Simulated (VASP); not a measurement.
A run of VASP 6.6.1 is set up as follows.

The input INCAR:

```
PREC = Accurate
ENCUT = 520
EDIFF = 1E-6
ISMEAR = 0
SIGMA = 0.05
LREAL = False
LASPH = True
NELM = 80
ALGO = Normal
ISIF = 2
LWAVE = False
LCHARG = False
GGA = PS
NBANDS = 18
```

File KPOINTS:

```
regular mesh
0
Gamma
  6 6 6
```

Contents of POSCAR:

```
N
1.0
    4.0840619700      0.0000000000      0.0000000000
    0.0000000000      4.0840619700      0.0000000000
    0.0000000000      0.0000000000      5.3459132500
N
4
Direct
    0.9042752000      0.9042752000      0.0000000000
    0.5957248000      0.4042752000      0.5000000000
    0.0957248000      0.0957248000      0.0000000000
    0.4042752000      0.5957248000      0.5000000000
```

Potentials or basis: VASP PAW PBE potentials, release 64 (N).

Command:

```sh
$ cat potpaw_PBE.64/N/POTCAR > POTCAR
$ mpirun -np 1 vasp_std > vasp.out
```

**Question.** Predict the largest force.

**Answer.** 0.863 eV/Å.

**Question.** What does it give for the pressure?

**Answer.** 1.3 GPa.

**Question.** What does it give for the band gap on the k mesh?

**Answer.** 6.83 eV (least direct gap 7.03 eV).

Stress tensor (GPa, compression positive):
```
1.82 0.00 0.00
0.00 1.82 0.00
0.00 0.00 0.17
```

Caveat: the standard files for N, O and F lose accuracy on very short bonds; this functional lacks dispersion, which holds the molecules together, so the pressure and a relaxed volume are unreliable; the PAW data sets were made with another functional, which shifts forces and pressure a little. A k mesh can miss the band edges.
